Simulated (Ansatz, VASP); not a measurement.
**HfN in VASP and in Ansatz**

The input INCAR:

```
  ALGO = Normal
  EDIFF = 1E-6
  ENCUT = 520
  ISIF = 2
  ISMEAR = 0
  LASPH = T
  LCHARG = T
  LELF = T
  LREAL = F
  LVHAR = T
  LWAVE = F
  NBANDS = 14
  NELM = 100
  PREC = Accurate
  SIGMA = 0.15
```

The input KPOINTS:

```
k-points
0
Gamma
  16 16 16
```

Contents of POSCAR:

```
HfN
1.0
    0.0000000000      2.5775631000      2.3320809000
    2.5775631000      0.0000000000      2.3320809000
    2.5775631000      2.5775631000      0.0000000000
Hf N
1 1
Direct
    0.0000000000      0.0000000000      0.0000000000
    0.7500000000      0.7500000000      0.7500000000
```

Input for Ansatz:

```yaml
crystal:
  lattice:
    - [0.0, 2.5775631, 2.3320809]
    - [2.5775631, 0.0, 2.3320809]
    - [2.5775631, 2.5775631, 0.0]
  atoms:
    - { symbol: Hf, position: [0.0, 0.0, 0.0] }
    - { symbol: "N", position: [0.75, 0.75, 0.75] }
basis:
  ecutwfc: 420
kpoints:
  mp_grid: { grid: [16, 16, 16] }
hamiltonian:
  xc: lda
scf:
  occupations: { method: gaussian, width: 0.15 }
output:
  forces: true
  stress: true
  eigenvalues: true
```

Change from the starting cell: strain +0.050 along x and y, -0.050 along z, atoms carried along.

Alike in both runs: task single point; functional LDA; k mesh 16 × 16 × 16; occupations gaussian, width 0.15 eV; no spin polarisation.

|  | VASP | Ansatz |
| --- | --- | --- |
| version | VASP 6.6.1 | Ansatz 0.2.0 |
| potentials or method | VASP PAW LDA potentials, release 64 (Hf_pv, N), cutoff 520 eV | scalar-relativistic, plane waves, PAW |
| valence electrons in the cell | 15 | 31 |

VASP gave:

* gap on the k mesh at the Fermi level (eV): none
* pressure (GPa): -17.8
* traceless stress, the component that is largest in VASP (GPa): 8.78

Task: What did Ansatz give for the same quantities?

Result: gap on the k mesh at the Fermi level (eV): none; pressure (GPa): -17.4; traceless stress, the component that is largest in VASP (GPa): 8.81.

LDA's correlation is that of Perdew and Zunger in VASP and of Perdew and Wang (1992) in Ansatz. A gap of «none» marks a metal or a gap that the smearing closes. VASP's potentials hold 15 valence electrons a cell and Ansatz's 31, so a difference there can come from the potentials and not from the codes.

Spin-orbit coupling is off throughout.
